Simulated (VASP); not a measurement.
# Sn2Ge (P1) in VASP: single point with PBE

Aim: the single point of Sn2Ge with PBE.

All numbers are computed with VASP 6.6.1; they aren't measurements. Logs are shortened: lines on timing, memory, paths and dates and some standing lists are left out, and cuts for length are marked.

## 1. The cell of the first run

The typed cell holds 12 atoms: a = 4.517 Å, b = 7.795 Å, c = 11.037 Å, α = 89.96°, β = 90.00°, γ = 89.99°.

## 2. Single point, PBE

The input, INCAR:

```
SYSTEM = Sn2Ge
PREC = Accurate
ENCUT = 520
EDIFF = 1E-7
ISMEAR = 0
SIGMA = 0.2
LREAL = .FALSE.
LASPH = .TRUE.
NELM = 80
ALGO = Fast
ISIF = 2
LWAVE = .FALSE.
LCHARG = .TRUE.
GGA = PE
LELF = .TRUE.
LVHAR = .TRUE.
NBANDS = 96
```

The input, KPOINTS:

```
regular mesh
0
G
  6 4 2
  0 0 0
```

The input, POSCAR:

```
Sn2Ge
1.0
    4.5166932115      0.0003826600     -0.0000664284
    0.0004063023      7.7947671423      0.0029735103
   -0.0007071422      0.0037485931     11.0370724725
Sn Ge
8 4
Direct
    0.0000040579      0.0000650893      0.3688494782
    0.5000269270      0.5000082260      0.3689042055
    0.0000505314      0.3330953370      0.0494055902
    0.5000714273      0.8330385618      0.0494595136
    0.5000791669      0.1670031856      0.9505923276
    0.0000820840      0.6670584352      0.9505429453
   -0.0001007290     -0.0000605004      0.6310943523
    0.4999256039      0.4998911612      0.6311492823
    0.4999472132      0.1659262873      0.7069703279
   -0.0000296538      0.6659711413      0.7069169873
   -0.0000153714      0.3340280686      0.2930272952
    0.4999587427      0.8339750072      0.2930876945
```

Potentials or basis: VASP PAW PBE potentials, release 64 (Sn_d, Ge_d).

Launch:

```sh
$ cat potpaw_PBE.64/Sn_d/POTCAR potpaw_PBE.64/Ge_d/POTCAR > POTCAR
$ mpirun -np 1 vasp_std > vasp.out
```

OUTCAR:

```text
SYSTEM = Sn2Ge
   PREC = Accurate
   ENCUT = 520
   EDIFF = 1E-7
   ISMEAR = 0
   LREAL = .FALSE.
   LASPH = .TRUE.
   NELM = 80
   ISIF = 2
   GGA = PE

 ion  position               nearest neighbor table
   1  0.000  0.000  0.369-  11 2.73  12 2.73  12 2.73   7 2.89
   2  0.500  0.500  0.369-  12 2.73  11 2.73  11 2.73   8 2.89
   3  0.000  0.333  0.049-  11 2.69   6 2.82   5 2.82   5 2.82
   4  0.500  0.833  0.049-  12 2.69   5 2.82   6 2.82   6 2.82
   5  0.500  0.167  0.951-   9 2.69   4 2.82   3 2.82   3 2.82
   6  0.000  0.667  0.951-  10 2.69   3 2.82   4 2.82   4 2.82
   7  1.000  1.000  0.631-  10 2.73   9 2.73   9 2.73   1 2.89
   8  0.500  0.500  0.631-   9 2.73  10 2.73  10 2.73   2 2.89
   9  0.500  0.166  0.707-   5 2.69   8 2.73   7 2.73   7 2.73
  10  1.000  0.666  0.707-   6 2.69   7 2.73   8 2.73   8 2.73
  11  1.000  0.334  0.293-   3 2.69   1 2.73   2 2.73   2 2.73
  12  0.500  0.834  0.293-   4 2.69   2 2.73   1 2.73   1 2.73

  LATTYP: Found a triclinic cell.
 ALAT       =     9.0093594061
 B/A-ratio  =     0.5013334494
 C/A-ratio  =     1.5002883024
 COS(alpha) =     0.0000146110
 COS(beta)  =     0.4994515807
 COS(gamma) =     0.5014518420

  Lattice vectors:

 A1 = (  -4.5170995138,  -7.7951498023,  -0.0029070819)
 A2 = (  -4.5166932115,  -0.0003826600,   0.0000664284)
 A3 = (   0.0003008399,  -7.7985157354, -11.0400459828)

Analysis of symmetry for initial positions (statically):
=====================================================================
 Subroutine PRICEL returns:
 Original cell was already a primitive cell.

 Routine SETGRP: Setting up the symmetry group for a
 triclinic supercell.

 Subroutine GETGRP returns: Found  1 space group operations
 (whereof  1 operations were pure point group operations)
 out of a pool of  2 trial point group operations.

The static configuration has the point symmetry C_1 .

Analysis of symmetry for dynamics (positions and initial velocities):
=====================================================================
 Subroutine PRICEL returns:
 Original cell was already a primitive cell.

 Routine SETGRP: Setting up the symmetry group for a
 triclinic supercell.

 Subroutine GETGRP returns: Found  1 space group operations
 (whereof  1 operations were pure point group operations)
 out of a pool of  2 trial point group operations.

The dynamic configuration has the point symmetry C_1 .

 Subroutine INISYM returns: Found  1 space group operations
 (whereof  1 operations are pure point group operations),
 and found     1 'primitive' translations

----------------------------------------------------------------------------------------

                                     Primitive cell

  volume of cell :     388.5774

  direct lattice vectors                    reciprocal lattice vectors
     4.516693211  0.000382660 -0.000066428     0.221400914 -0.000011546  0.000014189
     0.000406302  7.794767142  0.002973510    -0.000010870  0.128291213 -0.000043573
    -0.000707142  0.003748593 11.037072473     0.000001335 -0.000034563  0.090603748

  length of vectors
     4.516693228  7.794767720 11.037073132     0.221400915  0.128291221  0.090603754

  position of ions in fractional coordinates (direct lattice)
     0.000004058  0.000065089  0.368849478
     0.500026927  0.500008226  0.368904206
     0.000050531  0.333095337  0.049405590
     0.500071427  0.833038562  0.049459514
     0.500079167  0.167003186  0.950592328
     0.000082084  0.667058435  0.950542945
     0.999899271  0.999939500  0.631094352
     0.499925604  0.499891161  0.631149282
     0.499947213  0.165926287  0.706970328
     0.999970346  0.665971141  0.706916987
     0.999984629  0.334028069  0.293027295
     0.499958743  0.833975007  0.293087695

  ion indices of the primitive-cell ions
   primitive index   ion index
                 1           1
                 2           2
                 3           3
                 4           4
                 5           5
                 6           6
                 7           7
                 8           8
                 9           9
                10          10
                11          11
                12          12

----------------------------------------------------------------------------------------

 KPOINTS: regular mesh

Automatic generation of k-mesh.
 Grid dimensions read from file:
 generate k-points for:    6    4    2

 Generating k-lattice:

  Cartesian coordinates                     Fractional coordinates (reciprocal lattice)
     0.036900152 -0.000001924  0.000002365     0.166666667  0.000000000  0.000000000
    -0.000002717  0.032072803 -0.000010893    -0.000000000  0.250000000  0.000000000
     0.000000668 -0.000017282  0.045301874    -0.000000000  0.000000000  0.500000000

  Length of vectors
     0.036900152  0.032072805  0.045301877

  Shift w.r.t. Gamma in fractional coordinates (k-lattice)
     0.000000000  0.000000000  0.000000000

 Subroutine IBZKPT returns following result:
 ===========================================

 Found     28 irreducible k-points:

 Following reciprocal coordinates:
            Coordinates               Weight
  0.000000  0.000000  0.000000      1.000000
  0.166667  0.000000  0.000000      2.000000
  0.333333  0.000000  0.000000      2.000000
  0.500000  0.000000  0.000000      1.000000
 -0.000000  0.250000  0.000000      2.000000
  0.166667  0.250000  0.000000      2.000000
[... 16 lines left out ...]
 -0.333333  0.250000  0.500000      2.000000
 -0.166667  0.250000  0.500000      2.000000
 [... further k-points ...]
   k-points           NKPTS =     28   k-points in BZ     NKDIM =     28   number of bands    NBANDS=     96
   number of dos      NEDOS =    301   number of ions     NIONS =     12
   total plane-waves  NPLWV = 181440
   dimension x,y,z NGX =    36 NGY =   60 NGZ =   84
   dimension x,y,z NGXF=    72 NGYF=  120 NGZF=  168
   ions per type =               8   4
   NGX,Y,Z   is equivalent  to a cutoff of  13.25, 12.80, 12.65 a.u.
   NGXF,Y,Z  is equivalent  to a cutoff of  26.50, 25.59, 25.31 a.u.
 SYSTEM =  Sn2Ge
   PREC   = accura    normal or accurate (medium, high low for compatibility)
   ISTART =      0    job   : 0-new  1-cont  2-samecut
   ICHARG =      2    charge: 1-file 2-atom 10-const
   ISPIN  =      1    spin polarized calculation?
   LNONCOLLINEAR =      F non collinear calculations
   LSORBIT =      F    spin-orbit coupling
   LASPH  =      T    aspherical Exc in radial PAW
   ENCUT  =  520.0 eV  38.22 Ry    6.18 a.u.   8.40 14.49 20.52*2*pi/ulx,y,z
   NELM   =     80;   NELMIN=  2; NELMDL= -5     # of ELM steps
   EDIFF  = 0.1E-06   stopping-criterion for ELM
   LREAL  =      F    real-space projection
   EDIFFG = 0.1E-05   stopping-criterion for IOM
   NSW    =      0    number of steps for IOM
   IBRION =     -1    ionic relax: 0-MD 1-quasi-New 2-CG
   NFREE  =      0    steps in history (QN), initial steepest desc. (CG)
   ISIF   =      2    stress and relaxation
   ISYM   =      2    0-nonsym 1-usesym 2-fastsym
   POTIM  = 0.5000    time-step for ionic-motion
   TEBEG  =    0.0;   TEEND  =   0.0 temperature during run
   PSTRESS=    0.0 pullay stress
   NELECT =     168.0000    total number of electrons
   NUPDOWN=      -1.0000    fix difference up-down
   EMIN   =  10.00;   EMAX   =-10.00  energy-range for DOS
   EFERMI =   0.00;   METHOD = LEGACY
   ISMEAR =     0;   SIGMA  =   0.20  broadening in eV -4-tet -1-fermi 0-gaus
   EFERMI_NEDOS =   21; number of points for ismear=-14 and -15
   IALGO  =     68    algorithm
   IMIX   =      4    mixing-type and parameters
     AMIX     =   0.40;   BMIX     =  1.00
     AMIX_MAG =   1.60;   BMIX_MAG =  1.00
  volume/ion in A,a.u.               =      32.38       218.52
  Fermi-wavevector in a.u.,A,eV,Ry     =   1.237900  2.339291 20.849503  1.532395
  Thomas-Fermi vector in A             =   2.372447
   LORBIT       =      0    0 simple, 1 ext, 2 COOP (PROOUT), +10 PAW based schemes
   GGA     = PE    functional components
   LHFCALC =     F    Hartree Fock is set to
   AEXX    =    0.0000 exact exchange contribution
   IVDW    =     0    specifies the selected vdW correction
   LEPSILON=     F    determine dielectric tensor
   LRPA    =     F    only Hartree local field effects (RPA)
 non-spin polarized calculation
 RMM-DIIS sequential band-by-band and
 Gauss-broadening in eV      SIGMA  =   0.20
  energy-cutoff  :      520.00
  volume of cell :      388.58
 maximum number of plane-waves:     10505
 NGX is ok and might be reduce to    36
   NGX = 17   NGY = 29   NGZ = 41

 number of electron     167.9999995 magnetization

 Free energy of the ion-electron system (eV)
  ---------------------------------------------------
  ext. energy  EPLUGINS =         0.00000000
  ---------------------------------------------------
  free energy    TOTEN  =       -48.35731449 eV

  energy without entropy =      -48.32452279  energy(sigma->0) =      -48.34091864

 E-fermi :   4.7706     XC(G=0):  -8.8698

 val. band max:        4.6921014634   @ k =  -0.0000   0.2500   0.5000
 cond. band min:       4.8045204940   @ k =  -0.0000   0.0000   0.5000
 fundamental gap:      0.1124190306
 Fermi energy:         4.7705662244

 k-point     1 :       0.0000    0.0000    0.0000
  band No.  band energies     occupation
      1     -19.7798      2.00000
      2     -19.7797      2.00000
      3     -19.7793      2.00000
      4     -19.7793      2.00000
      5     -19.7758      2.00000
      6     -19.7758      2.00000
[... 88 lines left out ...]
     95       8.0292      0.00000
     96       8.1970      0.00000

 k-point     2 :       0.1667    0.0000    0.0000
  band No.  band energies     occupation
      1     -19.7798      2.00000
      2     -19.7797      2.00000
      3     -19.7795      2.00000
      4     -19.7794      2.00000
      5     -19.7768      2.00000
      6     -19.7768      2.00000
[... 2266 lines left out ...]
     95       8.0868      0.00000
     96       8.3297      0.00000

 [... further k-points ...]

------------------------ aborting loop because EDIFF is reached ----------------------------------------

  FORCE on cell =-STRESS in cart. coord.  units (eV):
  Direction    XX          YY          ZZ          XY          YZ          ZX
  --------------------------------------------------------------------------------------
  -------------------------------------------------------------------------------------
  Total       -0.1061528     -0.0048158     -0.0829378     -0.0120334     -0.0101236     -0.0015842
  in kB       -0.4376879     -0.0198565     -0.3419682     -0.0496158     -0.0417415     -0.0065319
  external PRESSURE =      -0.2665042 kB  Pullay stress =       0.0000000 kB

 VOLUME and BASIS-vectors are now :
 -----------------------------------------------------------------------------
  energy-cutoff  :      520.00
  volume of cell :      388.58
      direct lattice vectors                 reciprocal lattice vectors
     4.516693211  0.000382660 -0.000066428     0.221400914 -0.000011546  0.000014189
     0.000406302  7.794767142  0.002973510    -0.000010870  0.128291213 -0.000043573
    -0.000707142  0.003748593 11.037072473     0.000001335 -0.000034563  0.090603748

 POSITION                                       TOTAL-FORCE (eV/Angst)
 -----------------------------------------------------------------------------------
     -0.00024      0.00189      4.07102        -0.001846     -0.003172      0.002513
      2.25841      3.89902      4.07308        -0.001812     -0.002732      0.001948
      0.00033      2.59659      0.54628         0.000195     -0.004613      0.005015
      2.25897      6.49372      0.54833        -0.000475     -0.004398      0.004930
      2.25810      1.30551     10.49222        -0.000494      0.004099     -0.005009
     -0.00003      5.20313     10.49319         0.000116      0.004188     -0.004921
      4.51620      7.79704      6.96834         0.002052      0.002808     -0.001788
      2.25777      3.89909      6.96749         0.001874      0.002916     -0.002492
      2.25768      1.29620      7.80334        -0.001641     -0.001763      0.009271
      4.51633      5.19412      7.80421        -0.001675     -0.001841      0.010020
      4.51655      2.60515      3.23509         0.001735      0.002001     -0.009280
      2.25829      6.50193      3.23728         0.001970      0.002506     -0.010207
 -----------------------------------------------------------------------------------
    total drift:                               -0.000127      0.000170     -0.000019

  FREE ENERGIE OF THE ION-ELECTRON SYSTEM (eV)
  ---------------------------------------------------
  free  energy   TOTEN  =       -48.3573144873 eV

  energy  without entropy=      -48.3245227945  energy(sigma->0) =      -48.34091864
```

It took 67 min on 1 thread of Oxide Virtual Turin-like, shared host; peak memory 0.86 GiB.

Results:

```yaml
Free_energy: -48.3573 eV
Pressure: 0.0 GPa
Largest_force: 0.011 eV/Å
Band_gap_on_the_k_mesh: zero (bands 84 and 85 overlap by 0.28 eV)
```

Forces on the atoms (eV/Å):
```
Sn  -0.002 -0.003  0.003
Sn  -0.002 -0.003  0.002
Sn   0.000 -0.005  0.005
Sn   0.000 -0.004  0.005
Sn   0.000  0.004 -0.005
Sn   0.000  0.004 -0.005
Sn   0.002  0.003 -0.002
Sn   0.002  0.003 -0.002
Ge  -0.002 -0.002  0.009
Ge  -0.002 -0.002  0.010
Ge   0.002  0.002 -0.009
Ge   0.002  0.003 -0.010
```

Caveat: semilocal functionals underestimate gaps, so a narrow gap can read as zero; spin-orbit coupling is left out, which moves the levels of the heavy elements.
